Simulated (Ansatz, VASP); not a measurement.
Two plane-wave programs on TiS2

The input INCAR:

```
PREC = Accurate
ENCUT = 500
EDIFF = 1E-7
ISMEAR = 0
SIGMA = 0.1
LREAL = F
LASPH = T
NELM = 120
ALGO = Normal
ISIF = 3
LWAVE = F
LCHARG = F
GGA = PE
IVDW = 12
IBRION = 2
NSW = 100
EDIFFG = -0.002
GGA_COMPAT = F
NELMIN = 4
```

Contents of KPOINTS:

```
regular mesh
0
Gamma
  15 15 8
```

POSCAR

```
TiS2
1.0
    3.4120000000      0.0000000000      0.0000000000
   -1.7060000000      2.9548786777      0.0000000000
    0.0000000000      0.0000000000      5.6950000000
Ti S
1 2
Direct
    0.0000000000      0.0000000000      0.0000000000
    0.3333333333      0.6666666667      0.2500000000
    0.6666666667      0.3333333333      0.7500000000
```

Input for Ansatz:

```yaml
crystal:
  lattice:
    - [3.412, 0.0, 0.0]
    - [-1.706, 2.9548786777, 0.0]
    - [0.0, 0.0, 5.695]
  atoms:
    - { symbol: Ti, position: [0.0, 0.0, 0.0] }
    - { symbol: S, position: [0.3333333333, 0.6666666667, 0.25] }
    - { symbol: S, position: [0.6666666667, 0.3333333333, 0.75] }
basis: {}
kpoints:
  mp_grid: { grid: [15, 15, 8] }
hamiltonian:
  xc: pbe
  dispersion: d3bj
  pseudopotentials: { kind: nc }
scf:
  occupations: { method: gaussian, width: 0.1 }
output:
  forces: true
  stress: true
  eigenvalues: true
relax:
  adjacent_minimum: "off"
  f_tol: 0.002
  max_steps: 80
  cell: { stress_tol: 0.02 }
```

Alike in both runs: task relaxation of cell and atoms; functional PBE; dispersion D3(BJ); k mesh 15 × 15 × 8; occupations gaussian, width 0.1 eV; no spin polarisation.

```csv
,VASP,Ansatz
version,VASP 6.6.1,Ansatz 0.2.0
potentials or method,"VASP PAW PBE potentials, release 64 (Ti_sv, S)","scalar-relativistic, plane waves, norm-conserving pseudopotentials"
plane-wave cutoff (eV),500,1155
valence electrons in the cell,24,24
```

|  | VASP | Ansatz | Ansatz less VASP |
| --- | --- | --- | --- |
| gap on the k mesh at the Fermi level, each at its own relaxed structure (eV) | none | none | - |
| relaxed volume (Å³/atom) | 17.98 | 18.00 | +0.023 |
| relaxed cell length with the largest relative difference (Å) | 3.358 | 3.360 | +0.0019 |

A gap of «none» marks a metal or a gap that the smearing closes.
